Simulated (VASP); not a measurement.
# Nd3Au (Im-3m) in VASP: notebook, part 2 of 2

VASP 6.6.1. Earlier steps stand in the parts before.

## 4. Relaxation of cell and atoms, PBE

INCAR reads:

```
SYSTEM = Nd3Au
PREC = Accurate ; ENCUT = 500
EDIFF = 1E-7 ; ISMEAR = 0
SIGMA = 0.1 ; LREAL = .False.
LASPH = .True. ; NELM = 200
ALGO = Normal ; ISIF = 3
LWAVE = .False. ; LCHARG = .False.
GGA = PE ; IBRION = 2
NSW = 90 ; EDIFFG = -0.04
GGA_COMPAT = .False. ; NELMIN = 4
LMAXMIX = 6
```

KPOINTS reads:

```
regular mesh
0
Gamma
  4 4 4
  0 0 0
```

POSCAR reads:

```
Nd3Au
1.0
   -3.0091389400      3.0091389400      3.0091389400
    3.0091389400     -3.0091389400      3.0091389400
    3.0091389400      3.0091389400     -3.0091389400
Nd Au
3 1
Direct
    0.0000000000      0.5000000000      0.5000000000
    0.5000000000      0.0000000000      0.5000000000
    0.5000000000      0.5000000000      0.0000000000
    0.0000000000      0.0000000000      0.0000000000
```

Potentials or basis: VASP PAW PBE potentials, release 64 (Nd_3, Au), 4f in core.

The run is started by

```
$ cat potpaw_PBE.64/Nd_3/POTCAR potpaw_PBE.64/Au/POTCAR > POTCAR
$ mpirun -np 1 vasp_std > vasp.out
```

OUTCAR:

```text
SYSTEM = Nd3Au
   PREC = Accurate
   ENCUT = 500
   EDIFF = 1E-7
   ISMEAR = 0
   LREAL = .False.
   LASPH = .True.
   NELM = 200
   ISIF = 3
   GGA = PE
   IBRION = 2
   NSW = 90
   EDIFFG = -0.04
   NELMIN = 4

 ion  position               nearest neighbor table
   1  0.000  0.500  0.500-   2 3.01   3 3.01   4 3.01   4 3.01   3 3.01   2 3.01
   2  0.500  0.000  0.500-   1 3.01   3 3.01   4 3.01   3 3.01   4 3.01   1 3.01
   3  0.500  0.500  0.000-   1 3.01   2 3.01   4 3.01   2 3.01   1 3.01   4 3.01
   4  0.000  0.000  0.000-   1 3.01   2 3.01   3 3.01   1 3.01   2 3.01   3 3.01

  LATTYP: Found a body centered cubic cell.
 ALAT       =     6.0182778800

  Lattice vectors:

 A1 = (  -3.0091389400,   3.0091389400,   3.0091389400)
 A2 = (   3.0091389400,  -3.0091389400,   3.0091389400)
 A3 = (   3.0091389400,   3.0091389400,  -3.0091389400)

Analysis of symmetry for initial positions (statically):
=====================================================================
 Subroutine PRICEL returns:
 Original cell was already a primitive cell.

 Routine SETGRP: Setting up the symmetry group for a
 body centered cubic supercell.

 Subroutine GETGRP returns: Found 48 space group operations
 (whereof 48 operations were pure point group operations)
 out of a pool of 48 trial point group operations.

The static configuration has the point symmetry O_h .

[... 130 lines left out ...]
 conjugate gradient relaxation of ions
 non-spin polarized calculation
 Gauss-broadening in eV      SIGMA  =   0.10
  energy-cutoff  :      500.00
  volume of cell :      108.99
 maximum number of plane-waves:      2779
 NGX is ok and might be reduce to    40
   NGX = 19   NGY = 19   NGZ = 19

--------------------------------------- Ionic step        1  -------------------------------------------

 number of electron      43.9999997 magnetization

 Free energy of the ion-electron system (eV)
  ---------------------------------------------------
  ext. energy  EPLUGINS =         0.00000000
  ---------------------------------------------------
  free energy    TOTEN  =       -16.41247994 eV

  energy without entropy =      -16.36595300  energy(sigma->0) =      -16.38921647

 E-fermi :   4.8678     XC(G=0): -10.5678

 val. band max:        4.8173466495   @ k =   0.5000   0.5000   0.2500
 cond. band min:       4.8939147656   @ k =   0.2500   0.0000   0.0000
 fundamental gap:      0.0765681161
 Fermi energy:         4.8677575967

 k-point     1 :       0.0000    0.0000    0.0000
  band No.  band energies     occupation
      1     -33.2882      2.00000
      2     -32.7413      2.00000
      3     -32.7413      2.00000
      4     -15.5026      2.00000
      5     -15.5026      2.00000
      6     -15.5026      2.00000
[... 296 lines left out ...]
--------------------------------------- Ionic step        3  -------------------------------------------

 number of electron      43.9999999 magnetization

 Free energy of the ion-electron system (eV)
  ---------------------------------------------------
  ext. energy  EPLUGINS =         0.00000000
  ---------------------------------------------------
  free energy    TOTEN  =       -16.81255525 eV

  energy without entropy =      -16.77560963  energy(sigma->0) =      -16.79408244

 E-fermi :   3.7616     XC(G=0):  -9.8456

 val. band max:        3.7335192778   @ k =   0.5000   0.5000   0.5000
 cond. band min:       3.7918775337   @ k =   0.2500   0.0000   0.0000
 fundamental gap:      0.0583582558
 Fermi energy:         3.7616087745

 k-point     1 :       0.0000    0.0000    0.0000
  band No.  band energies     occupation
      1     -34.4057      2.00000
      2     -34.0887      2.00000
      3     -34.0887      2.00000
      4     -16.2899      2.00000
      5     -16.2899      2.00000
      6     -16.2899      2.00000
[... 252 lines left out ...]
  FREE ENERGIE OF THE ION-ELECTRON SYSTEM (eV)
  ---------------------------------------------------
  free  energy   TOTEN  =       -16.8125552487 eV

  energy  without entropy=      -16.7756096348  energy(sigma->0) =      -16.79408244

 reached required accuracy - stopping structural energy minimisation
```

OSZICAR:

```text
N       E                     dE             d eps       ncg     rms          rms(c)
DAV:   1     0.366597063692E+03    0.36660E+03   -0.21122E+04   416   0.155E+03
DAV:   2     0.637384245292E+01   -0.36022E+03   -0.35600E+03   474   0.386E+02
DAV:   3    -0.172156105431E+02   -0.23589E+02   -0.23069E+02   738   0.764E+01
[... 37 lines left out ...]
DAV:   8    -0.168125526173E+02   -0.38048E-05   -0.20461E-05   562   0.255E-02    0.911E-03
DAV:   9    -0.168125555444E+02   -0.29271E-05   -0.42116E-06   506   0.137E-02    0.192E-03
DAV:  10    -0.168125554068E+02    0.13761E-06   -0.16767E-07   356   0.207E-03    0.713E-04
DAV:  11    -0.168125551712E+02    0.23551E-06   -0.22688E-08   232   0.113E-03    0.135E-04
DAV:  12    -0.168125552487E+02   -0.77415E-07   -0.66447E-09   232   0.409E-04
   3 F= -.16812555E+02 E0= -.16794082E+02  d E =-.400075E+00
```

CONTCAR:

```text
Nd3Au
   1.00000000000000
    -3.1719997115377705    3.1719997115377705    3.1719997115377705
     3.1719997115377705   -3.1719997115377705    3.1719997115377705
     3.1719997115377705    3.1719997115377705   -3.1719997115377705
  Nd              Au
     3     1
Direct
     0.0000000000000000    0.5000000000000000    0.5000000000000000
     0.5000000000000000    0.0000000000000000    0.5000000000000000
     0.5000000000000000    0.5000000000000000    0.0000000000000000
     0.0000000000000000    0.0000000000000000    0.0000000000000000

  0.00000000E+00  0.00000000E+00  0.00000000E+00
  0.00000000E+00  0.00000000E+00  0.00000000E+00
  0.00000000E+00  0.00000000E+00  0.00000000E+00
  0.00000000E+00  0.00000000E+00  0.00000000E+00
```

Run time: 68 s. Hardware: 1 thread of Intel Xeon Platinum 8488C (Sapphire Rapids), shared host; peak memory 0.26 GiB.

Results:

* Free energy: -16.8126 eV
* Relaxed volume: 31.92 Å³/atom
* Relaxed cell: a = 5.494 Å, b = 5.494 Å, c = 5.494 Å, α = 109.47°, β = 109.47°, γ = 109.47°
* Space group after relaxing (to 0.1 Å): Im-3m (No. 229)
* Energy gained by relaxing: 100.0 meV/atom
* Ionic steps: 3
* Pressure after relaxing: 0.0 GPa
* Band gap on the k mesh: zero (bands 22 and 23 overlap by 1.82 eV)

The path:
| step | energy change (eV) | largest force (eV/Å) | pressure (GPa) | volume (Å³) |
| --- | --- | --- | --- | --- |
| 1 | 0.0000 | 0.0000 | 7.55 | 108.99 |
| 2 | -0.3931 | 0.0000 | -0.79 | 130.52 |
| 3 | -0.4001 | 0.0000 | 0.01 | 127.66 |

Final structure:
```cif
data_structure
_symmetry_space_group_name_H-M 'P 1'
_symmetry_Int_Tables_number 1
_cell_length_a 5.4941
_cell_length_b 5.4941
_cell_length_c 5.4941
_cell_angle_alpha 109.471
_cell_angle_beta 109.471
_cell_angle_gamma 109.471
_cell_volume 127.66
loop_
_atom_site_label
_atom_site_type_symbol
_atom_site_fract_x
_atom_site_fract_y
_atom_site_fract_z
_atom_site_occupancy
Nd1 Nd 0.00000 0.50000 0.50000 1
Nd2 Nd 0.50000 0.00000 0.50000 1
Nd3 Nd 0.50000 0.50000 0.00000 1
Au1 Au 0.00000 0.00000 0.00000 1
```

Levels at points of the mesh, in eV from the Fermi level:
```csv
k point,band 18,band 19,band 20,band 21,band 22,band 23,band 24,band 25,band 26
"(0.00, 0.00, 0.00)",-4.25,-0.97,-0.94,-0.94,-0.94,-0.69,-0.69,3.36,3.36
"(0.50, 0.00, 0.00)",-3.23,-1.87,-1.28,-0.44,0.20,0.42,1.16,1.30,1.64
"(0.50, 0.50, 0.50)",-3.97,-0.96,-0.96,-0.57,-0.03,-0.03,-0.03,0.86,0.86
```

Caveat: the k points lie up to 0.35 Å⁻¹ apart in the final cell, too coarse for converged energies and pressures of a metal; the volume moved by over 15 % at a fixed basis, so the end points are rough; spin-orbit coupling is left out, which moves the levels of the heavy elements; the 4f electrons are frozen in the core, so they carry no moment and show no levels.

## 5. The runs side by side

| task | cell | gap on the mesh (eV) | pressure (GPa) |
| --- | --- | --- | --- |
| single point | a = 5.212 Å, angles 109.5°, 4 atoms | none | 7.5 |
| single point | a = 5.484 Å, angles 109.5°, 4 atoms | none | 0.2 |
| relaxation of cell and atoms | relaxed from a = 5.212 Å, angles 109.5°, 4 atoms | none | 0.0 |

Alike in all rows: level PBE; potentials or basis VASP PAW PBE potentials, release 64 (Nd_3, Au), 4f in core; no spin polarisation; k mesh 4 × 4 × 4; cutoff (eV) 500; smearing gaussian 0.1 eV.

Caveats: some runs use coarse meshes; spin-orbit coupling is left out, which moves the levels of the heavy elements; the 4f electrons are frozen in the core, so they carry no moment and show no levels; the volume moved by over 15 % at a fixed basis, so the end points are rough (at least some runs).

Absolute energies hang on the potentials; compare differences alone.

The gap in the log of VASP goes by the Fermi energy; the results here count the filled bands.